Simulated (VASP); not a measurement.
# TiO2 in VASP: notebook

The runs below take TiO2 through single point, with PBE+U.

Everything below comes from runs of VASP 6.6.1. Logs are shortened: lines on timing, memory, paths and dates and some standing lists are left out, and cuts for length are marked.

### Step 1. The cell of the first run

The typed cell holds 6 atoms: a = 3.838 Å, b = 3.838 Å, c = 5.615 Å, α = 109.98°, β = 109.98°, γ = 90.00°.

### Step 2. Single point, PBE+U (atoms shifted along a free coordinate)

Input file INCAR:

```
SYSTEM = TiO2
ALGO = Normal
EDIFF = 1E-7
ENCUT = 520
GGA = PE
ISIF = 2
ISMEAR = 0
LASPH = .TRUE.
LCHARG = .FALSE.
LDAU = .TRUE.
LDAUJ = 0 0
LDAUL = 2 -1
LDAUPRINT = 1
LDAUTYPE = 2
LDAUU = 4 0
LMAXMIX = 4
LREAL = .FALSE.
LWAVE = .FALSE.
NBANDS = 33
NELM = 150
PREC = Accurate
SIGMA = 0.05
```

Input file KPOINTS:

```
k-points
0
G
  6 6 6
  0 0 0
```

Input file POSCAR:

```
TiO2
1.0
    2.7135409263     -2.7136163321     -0.0202485480
    2.7135409263      2.7136163321     -0.0202485480
   -2.6767287785      0.0000000000      4.9358366747
Ti O
2 4
Direct
    0.1250069486      0.8749930514      0.2500000000
    0.8749930514      0.1250069486      0.7500000000
    0.3148847788      0.0649080541      0.6297792795
    0.6851152212      0.9350919459      0.3702207205
    0.9350919459      0.6851152212      0.8702207205
    0.0649080541      0.3148847788      0.1297792795
```

Potentials or basis: VASP PAW PBE potentials, release 64 (Ti_sv, O).

On the command line:

```console
$ cat potpaw_PBE.64/Ti_sv/POTCAR potpaw_PBE.64/O/POTCAR > POTCAR
$ mpirun -np 1 vasp_std > vasp.out
```

OUTCAR:

```text
SYSTEM = TiO2
   EDIFF = 1E-7
   ENCUT = 520
   GGA = PE
   ISIF = 2
   ISMEAR = 0
   LASPH = .TRUE.
   LREAL = .FALSE.
   NELM = 150
   PREC = Accurate

 ion  position               nearest neighbor table
   1  0.125  0.875  0.250-   3 1.87   5 1.87   4 2.01   6 2.01   4 2.01   6 2.01
   2  0.875  0.125  0.750-   4 1.87   6 1.87   5 2.01   3 2.01   5 2.01   3 2.01
   3  0.315  0.065  0.630-   1 1.87   2 2.01   2 2.01
   4  0.685  0.935  0.370-   2 1.87   1 2.01   1 2.01
   5  0.935  0.685  0.870-   1 1.87   2 2.01   2 2.01
   6  0.065  0.315  0.130-   2 1.87   1 2.01   1 2.01

  LATTYP: Found a base centered monoclinic cell.
 ALAT       =     5.4272329459
 B/A-ratio  =     0.9999999481
 C/A-ratio  =     1.0345830160
 COS(beta)  =    -0.4832630161

  Lattice vectors:

 A1 = (   2.7135409263,  -2.7136163321,  -0.0202485480)
 A2 = (   2.7135409263,   2.7136163321,  -0.0202485480)
 A3 = (  -2.6767287785,   0.0000000000,   4.9358366747)

Analysis of symmetry for initial positions (statically):
=====================================================================
 Subroutine PRICEL returns:
 Original cell was already a primitive cell.

 Routine SETGRP: Setting up the symmetry group for a
 base centered monoclinic supercell.

 Subroutine GETGRP returns: Found  4 space group operations
 (whereof  2 operations were pure point group operations)
 out of a pool of  4 trial point group operations.

The static configuration has the point symmetry S_2 .
 The point group associated with its full space group is C_2h.

Analysis of symmetry for dynamics (positions and initial velocities):
=====================================================================
 Subroutine PRICEL returns:
 Original cell was already a primitive cell.

 Routine SETGRP: Setting up the symmetry group for a
 base centered monoclinic supercell.

 Subroutine GETGRP returns: Found  4 space group operations
 (whereof  2 operations were pure point group operations)
 out of a pool of  4 trial point group operations.

The dynamic configuration has the point symmetry S_2 .
 The point group associated with its full space group is C_2h.

 Subroutine INISYM returns: Found  4 space group operations
 (whereof  2 operations are pure point group operations),
 and found     1 'primitive' translations

----------------------------------------------------------------------------------------

                                     Primitive cell

  volume of cell :      72.3960

  direct lattice vectors                    reciprocal lattice vectors
     2.713540926 -2.713616332 -0.020248548     0.185009766 -0.184255967  0.100331716
     2.713540926  2.713616332 -0.020248548     0.185009766  0.184255967  0.100331716
    -2.676728778  0.000000000  4.935836675     0.001517951  0.000000000  0.203423089

  length of vectors
     3.837633120  3.837633120  5.614923030     0.279723664  0.279723664  0.203428752

  position of ions in fractional coordinates (direct lattice)
     0.125006949  0.874993051  0.250000000
     0.874993051  0.125006949  0.750000000
     0.314884779  0.064908054  0.629779279
     0.685115221  0.935091946  0.370220721
     0.935091946  0.685115221  0.870220721
     0.064908054  0.314884779  0.129779279

  ion indices of the primitive-cell ions
   primitive index   ion index
                 1           1
                 2           2
                 3           3
                 4           4
                 5           5
                 6           6
[... 102 lines left out ...]
   LHFCALC =     F    Hartree Fock is set to
   AEXX    =    0.0000 exact exchange contribution
   IVDW    =     0    specifies the selected vdW correction
   LEPSILON=     F    determine dielectric tensor
   LRPA    =     F    only Hartree local field effects (RPA)
 non-spin polarized calculation
 Gauss-broadening in eV      SIGMA  =   0.05
  energy-cutoff  :      520.00
  volume of cell :       72.40
 maximum number of plane-waves:      1971
 NGX is ok and might be reduce to    30
   NGX = 15   NGY = 15   NGZ = 21

atom =   1  type =  1  l = 2

 onsite density matrix

spin component  1

  0.2178 -0.0008  0.0000 -0.0000 -0.0000
 -0.0008  0.1130  0.0000  0.0000 -0.0000
  0.0000  0.0000  0.2911  0.0023  0.0000
 -0.0000  0.0000  0.0023  0.1130  0.0002
 -0.0000 -0.0000  0.0000  0.0002  0.0806

spin component  2

  0.2178 -0.0008  0.0000 -0.0000 -0.0000
 -0.0008  0.1130  0.0000  0.0000 -0.0000
  0.0000  0.0000  0.2911  0.0023  0.0000
 -0.0000  0.0000  0.0023  0.1130  0.0002
 -0.0000 -0.0000  0.0000  0.0002  0.0806

 occupancies and eigenvectors

  o =  0.0806  v =  0.0000  0.0000  0.0000 -0.0074  1.0000  0.0000  0.0000  0.0000  0.0000  0.0000      0.0000  0.0000  0.0000  0.0000  0.0000  0.0000  0.0000  0.0000  0.0000  0.0000
  o =  0.0806  v =  0.0000  0.0000  0.0000  0.0000  0.0000  0.0000  0.0000  0.0000 -0.0074  1.0000      0.0000  0.0000  0.0000  0.0000  0.0000  0.0000  0.0000  0.0000  0.0000  0.0000
  o =  0.1130  v =  0.0000  0.0000  0.0130 -0.9999 -0.0074  0.0000  0.0000  0.0000  0.0000  0.0000      0.0000  0.0000  0.0000  0.0000  0.0000  0.0000  0.0000  0.0000  0.0000  0.0000
  o =  0.1130  v =  0.0000  0.0000  0.0000  0.0000  0.0000  0.0000  0.0000  0.0130 -0.9999 -0.0074      0.0000  0.0000  0.0000  0.0000  0.0000  0.0000  0.0000  0.0000  0.0000  0.0000
  o =  0.1130  v =  0.0000  0.0000  0.0000  0.0000  0.0000  0.0074  1.0000 -0.0000  0.0000  0.0000      0.0000  0.0000  0.0000  0.0000  0.0000  0.0000  0.0000  0.0000  0.0000  0.0000
  o =  0.1130  v =  0.0074  1.0000 -0.0000  0.0000  0.0000  0.0000  0.0000  0.0000  0.0000  0.0000      0.0000  0.0000  0.0000  0.0000  0.0000  0.0000  0.0000  0.0000  0.0000  0.0000
  o =  0.2178  v = -1.0000  0.0074  0.0000  0.0000  0.0000  0.0000  0.0000  0.0000  0.0000  0.0000      0.0000  0.0000  0.0000  0.0000  0.0000  0.0000  0.0000  0.0000  0.0000  0.0000
  o =  0.2178  v =  0.0000  0.0000  0.0000  0.0000  0.0000 -1.0000  0.0074  0.0000  0.0000  0.0000      0.0000  0.0000  0.0000  0.0000  0.0000  0.0000  0.0000  0.0000  0.0000  0.0000
  o =  0.2911  v = -0.0000 -0.0000 -0.9999 -0.0130 -0.0000  0.0000  0.0000  0.0000  0.0000  0.0000      0.0000  0.0000  0.0000  0.0000  0.0000  0.0000  0.0000  0.0000  0.0000  0.0000
  o =  0.2911  v =  0.0000  0.0000  0.0000  0.0000  0.0000 -0.0000 -0.0000 -0.9999 -0.0130 -0.0000      0.0000  0.0000  0.0000  0.0000  0.0000  0.0000  0.0000  0.0000  0.0000  0.0000

atom =   2  type =  1  l = 2

 onsite density matrix

spin component  1

  0.2178 -0.0008  0.0000 -0.0000 -0.0000
 -0.0008  0.1130  0.0000  0.0000 -0.0000
  0.0000  0.0000  0.2911  0.0023  0.0000
 -0.0000  0.0000  0.0023  0.1130  0.0002
 -0.0000 -0.0000  0.0000  0.0002  0.0806

spin component  2

  0.2178 -0.0008  0.0000 -0.0000 -0.0000
 -0.0008  0.1130  0.0000  0.0000 -0.0000
  0.0000  0.0000  0.2911  0.0023  0.0000
 -0.0000  0.0000  0.0023  0.1130  0.0002
 -0.0000 -0.0000  0.0000  0.0002  0.0806

 occupancies and eigenvectors

  o =  0.0806  v =  0.0000  0.0000  0.0000 -0.0074  1.0000  0.0000  0.0000  0.0000  0.0000  0.0000      0.0000  0.0000  0.0000  0.0000  0.0000  0.0000  0.0000  0.0000  0.0000  0.0000
  o =  0.0806  v =  0.0000  0.0000  0.0000  0.0000  0.0000  0.0000  0.0000  0.0000 -0.0074  1.0000      0.0000  0.0000  0.0000  0.0000  0.0000  0.0000  0.0000  0.0000  0.0000  0.0000
  o =  0.1130  v =  0.0000  0.0000  0.0130 -0.9999 -0.0074  0.0000  0.0000  0.0000  0.0000  0.0000      0.0000  0.0000  0.0000  0.0000  0.0000  0.0000  0.0000  0.0000  0.0000  0.0000
  o =  0.1130  v =  0.0000  0.0000  0.0000  0.0000  0.0000  0.0000  0.0000  0.0130 -0.9999 -0.0074      0.0000  0.0000  0.0000  0.0000  0.0000  0.0000  0.0000  0.0000  0.0000  0.0000
  o =  0.1130  v =  0.0000  0.0000  0.0000  0.0000  0.0000  0.0074  1.0000 -0.0000  0.0000  0.0000      0.0000  0.0000  0.0000  0.0000  0.0000  0.0000  0.0000  0.0000  0.0000  0.0000
  o =  0.1130  v =  0.0074  1.0000 -0.0000  0.0000  0.0000  0.0000  0.0000  0.0000  0.0000  0.0000      0.0000  0.0000  0.0000  0.0000  0.0000  0.0000  0.0000  0.0000  0.0000  0.0000
  o =  0.2178  v = -1.0000  0.0074  0.0000  0.0000  0.0000  0.0000  0.0000  0.0000  0.0000  0.0000      0.0000  0.0000  0.0000  0.0000  0.0000  0.0000  0.0000  0.0000  0.0000  0.0000
  o =  0.2178  v =  0.0000  0.0000  0.0000  0.0000  0.0000 -1.0000  0.0074  0.0000  0.0000  0.0000      0.0000  0.0000  0.0000  0.0000  0.0000  0.0000  0.0000  0.0000  0.0000  0.0000
  o =  0.2911  v = -0.0000 -0.0000 -0.9999 -0.0130 -0.0000  0.0000  0.0000  0.0000  0.0000  0.0000      0.0000  0.0000  0.0000  0.0000  0.0000  0.0000  0.0000  0.0000  0.0000  0.0000
  o =  0.2911  v =  0.0000  0.0000  0.0000  0.0000  0.0000 -0.0000 -0.0000 -0.9999 -0.0130 -0.0000      0.0000  0.0000  0.0000  0.0000  0.0000  0.0000  0.0000  0.0000  0.0000  0.0000

 number of electron      48.0000004 magnetization

 Free energy of the ion-electron system (eV)
  ---------------------------------------------------
  ext. energy  EPLUGINS =         0.00000000
  ---------------------------------------------------
  free energy    TOTEN  =       -47.62085723 eV

  energy without entropy =      -47.62085723  energy(sigma->0) =      -47.62085723

 E-fermi :   3.6103     XC(G=0): -10.3481

 val. band max:        3.2357119955   @ k =   0.0000   0.0000   0.5000
 cond. band min:       5.9767581835   @ k =   0.0000   0.0000   0.0000
 fundamental gap:      2.7410461880
 Fermi energy:         3.6102536293

 k-point     1 :       0.0000    0.0000    0.0000
  band No.  band energies     occupation
      1     -54.2182      2.00000
      2     -54.1719      2.00000
      3     -30.6548      2.00000
      4     -30.3920      2.00000
      5     -30.3920      2.00000
      6     -30.3339      2.00000
[... 853 lines left out ...]
     32       9.0225      0.00000
     33       9.2434      0.00000

 [... further k-points ...]
[... 5 lines left out ...]
  --------------------------------------------------------------------------------------
  -------------------------------------------------------------------------------------
  Total        1.2882303      1.2868623     14.9079953      0.0000000      0.0000000      0.1018141
  in kB       28.5094956     28.4792203    329.9250250      0.0000000      0.0000000      2.2532222
  external PRESSURE =     128.9712470 kB  Pullay stress =       0.0000000 kB

 VOLUME and BASIS-vectors are now :
 -----------------------------------------------------------------------------
  energy-cutoff  :      520.00
  volume of cell :       72.40
      direct lattice vectors                 reciprocal lattice vectors
     2.713540926 -2.713616332 -0.020248548     0.185009766 -0.184255967  0.100331716
     2.713540926  2.713616332 -0.020248548     0.185009766  0.184255967  0.100331716
    -2.676728778  0.000000000  4.935836675     0.001517951  0.000000000  0.203423089

 POSITION                                       TOTAL-FORCE (eV/Angst)
 -----------------------------------------------------------------------------------
      2.04436      2.03517      1.21371        -0.000000     -0.000313      0.000000
      0.70599     -2.03517      3.68163        -0.000000      0.000313      0.000000
     -0.65516     -0.67834      3.10080         0.024980      0.000060      3.286585
      3.40552      0.67834      1.79454        -0.024980     -0.000060     -3.286585
      2.06715     -0.67834      4.26246        -0.024980      0.000060     -3.286585
      0.68320      0.67834      0.63288         0.024980     -0.000060      3.286585
 -----------------------------------------------------------------------------------
    total drift:                               -0.000000     -0.000000      0.000000

  FREE ENERGIE OF THE ION-ELECTRON SYSTEM (eV)
  ---------------------------------------------------
  free  energy   TOTEN  =       -47.6208572263 eV

  energy  without entropy=      -47.6208572263  energy(sigma->0) =      -47.62085723
```

Wall time 3 min (1 thread of Intel Xeon Platinum 8488C (Sapphire Rapids), shared host); peak memory 0.26 GiB.

What came out:

```yaml
Free_energy: -47.6209 eV
Pressure: 12.9 GPa
Largest_force: 3.287 eV/Å
Band_gap_on_the_k_mesh: 2.74 eV (least direct gap 2.96 eV)
```

Forces in eV/Å, atoms in the order of the input:
```
Ti   0.000  0.000  0.000
Ti   0.000  0.000  0.000
O    0.025  0.000  3.287
O   -0.025  0.000 -3.287
O   -0.025  0.000 -3.287
O    0.025  0.000  3.287
```

Stress tensor (GPa, compression positive):
```
 2.85  0.00  0.23
 0.00  2.85  0.00
 0.23  0.00 32.99
```

Eigenvalues of the final occupation matrices:
```tsv
site	spin	trace	eigenvalues
site 1 d	1	0.82	0.08 0.11 0.11 0.22 0.29
site 1 d	2	0.82	0.08 0.11 0.11 0.22 0.29
site 2 d	1	0.82	0.08 0.11 0.11 0.22 0.29
site 2 d	2	0.82	0.08 0.11 0.11 0.22 0.29
```

Caveat: the cell differs from its parent crystal (atoms shifted along a free coordinate); the stress differs along the axes, from 3 to 33 GPa; forces of over 1 eV/Å act on the atoms, so gaps and moduli don't describe the material at rest.

### Step 3. Single point, PBE+U (atoms shifted along a free coordinate)

Input file INCAR:

```
SYSTEM = TiO2
PREC     = Accurate       ! precision mode
ENCUT    = 520            ! plane-wave cutoff, eV
EDIFF    = 1E-7           ! SCF threshold, eV
ISMEAR   = 0              ! smearing method
SIGMA    = 0.05           ! smearing width, eV
LREAL    = .FALSE.        ! projectors in reciprocal space
LASPH    = .TRUE.         ! aspherical terms in the spheres
NELM     = 150            ! most SCF steps
ALGO     = Normal         ! electronic algorithm
ISIF     = 2              ! what is computed and relaxed
LWAVE    = .FALSE.        ! write WAVECAR
LCHARG   = .FALSE.        ! write CHGCAR
LMAXMIX  = 4              ! l up to which the mixer works
LDAU     = .TRUE.         ! DFT+U
LDAUTYPE = 2            
LDAUL    = 2 -1           ! shell
LDAUU    = 4 0            ! U, eV
LDAUJ    = 0 0          
LDAUPRINT= 1            
GGA      = PE             ! functional
NBANDS   = 33             ! bands
```

Input file KPOINTS:

```
Automatic mesh
0
G
  6 6 6
  0 0 0
```

Input file POSCAR:

```
TiO2
1.0
    2.7135409263     -2.7136163321     -0.0202485480
    2.7135409263      2.7136163321     -0.0202485480
   -2.6767287785      0.0000000000      4.9358366747
Ti O
2 4
Direct
    0.1250069486      0.8749930514      0.2500000000
    0.8749930514      0.1250069486      0.7500000000
    0.3394254028      0.0894486781      0.6788605275
    0.6605745972      0.9105513219      0.3211394725
    0.9105513219      0.6605745972      0.8211394725
    0.0894486781      0.3394254028      0.1788605275
```

Potentials or basis: VASP PAW PBE potentials, release 64 (Ti_sv, O).

On the command line:

```console
$ cat potpaw_PBE.64/Ti_sv/POTCAR potpaw_PBE.64/O/POTCAR > POTCAR
$ mpirun -np 1 vasp_std > vasp.out
```

It took 3.2 min on 1 thread of Intel Xeon Platinum 8488C (Sapphire Rapids), shared host; peak memory 0.26 GiB.

Results (log left out):

```
Free energy            : -48.3362 eV
Pressure               : -2.2 GPa
Largest force          : 0.997 eV/Å
Band gap on the k mesh : 2.30 eV (least direct gap 2.82 eV)
```

Forces in eV/Å, atoms in the order of the input:
```
Ti   0.000  0.000  0.000
Ti   0.000  0.000  0.000
O   -0.008  0.000 -0.997
O    0.008  0.000  0.997
O    0.008  0.000  0.997
O   -0.008  0.000 -0.997
```

Stress tensor (GPa, compression positive):
```
  1.90   0.00  -0.09
  0.00   1.90   0.00
 -0.09   0.00 -10.49
```

Levels at points of the mesh, in eV from the valence-band top:
```csv
k point,band 22,band 23,band 24,band 25,band 26,band 27
"(0.00, 0.00, 0.00)",-0.96,-0.58,-0.58,2.30,2.93,3.63
"(0.50, 0.00, 0.00)",-1.31,-1.05,-0.84,3.35,3.35,3.50
"(0.50, 0.50, 0.00)",-2.29,0.00,0.00,3.45,3.45,3.84
"(0.00, 0.00, 0.50)",-1.52,-0.34,-0.34,2.61,2.61,3.70
"(0.50, 0.00, 0.50)",-1.31,-1.05,-0.84,3.35,3.35,3.50
"(0.50, 0.50, 0.50)",-2.29,0.00,0.00,3.45,3.45,3.84
```

Eigenvalues of the final occupation matrices:
| site | spin | trace | eigenvalues |
| --- | --- | --- | --- |
| site 1 d | 1 | 0.78 | 0.09 0.09 0.12 0.22 0.25 |
| site 1 d | 2 | 0.78 | 0.09 0.09 0.12 0.22 0.25 |
| site 2 d | 1 | 0.78 | 0.09 0.09 0.12 0.22 0.25 |
| site 2 d | 2 | 0.78 | 0.09 0.09 0.12 0.22 0.25 |

Caveat: the cell differs from its parent crystal (atoms shifted along a free coordinate); the stress differs along the axes, from -10 to 2 GPa. A k mesh can miss the band edges.
